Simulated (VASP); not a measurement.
Wanted: the native input for a VASP 6.6.1 run.

| Property | Result |
| --- | --- |
| Task | single point |
| Functional | PBE |
| Potentials or basis | VASP PAW PBE potentials, release 64 (Fe, Ni) |
| Cutoff | 520 eV |
| k mesh | 4 × 4 × 6 |
| Occupations | gaussian, width 0.1 eV |
| Spin | collinear spin, ferromagnetic start |
| Starting moments | [4.0, 4.0, 2.0, 2.0, 2.0, 2.0] μB |
| Dipole correction | no |
| Further INCAR settings | ALGO = Fast; EDIFF = 1e-06; NBANDS = 41 |

The structure of FeNi2 lies in POSCAR:

```
FeNi2
1.0
    4.8285537237      0.0000000000      0.0000000000
    0.0000000000      4.8285537237      0.0000000000
    0.0000000000      0.0000000000      3.1100762883
Fe Ni
2 4
Direct
    0.0000000000      0.0000000000      0.0000000000
    0.5000000000      0.5000000000      0.5000000000
    0.3060000000      0.3060000000      0.0000000000
    0.1940000000      0.8060000000      0.5000000000
    0.6940000000      0.6940000000      0.0000000000
    0.8060000000      0.1940000000      0.5000000000
```

These files were run (other wordings do the same):

INCAR

```
SYSTEM = FeNi2
ALGO = Fast ; EDIFF = 1E-6
ENCUT = 520 ; GGA = PE
ISIF = 2 ; ISMEAR = 0
ISPIN = 2 ; LASPH = .True.
LCHARG = .False. ; LMAXMIX = 4
LORBIT = 11 ; LREAL = .False.
LWAVE = .False. ; MAGMOM = 4 4 2 2 2 2
NBANDS = 41 ; NELM = 150
PREC = Accurate ; SIGMA = 0.1
```

KPOINTS

```
k-points
0
Gamma
  4 4 6
  0 0 0
```

Potentials or basis: VASP PAW PBE potentials, release 64 (Fe, Ni).

Command:

```bash
$ cat potpaw_PBE.64/Fe/POTCAR potpaw_PBE.64/Ni/POTCAR > POTCAR
$ mpirun -np 1 vasp_std > vasp.out
```

It gave:

The pressure is 43.3 GPa. The largest force is 1.694 eV/Å, the net moment is 5.95 μB per cell and the site moments are Fe +1.81; Ni +0.58 μB. The valence electrons inside the program's atomic spheres are Fe 7.96; Ni 9.48.

Caveat: the cell stands under pressure; forces of over 1 eV/Å act on the atoms, so gaps and moduli don't describe the material at rest.

Run time: 3.6 min on 1 thread of Intel(R) Xeon(R) Platinum 8259CL CPU @ 2.50GHz (Skylake/Cascade Lake) (shared host), peak memory 0.25 GiB.
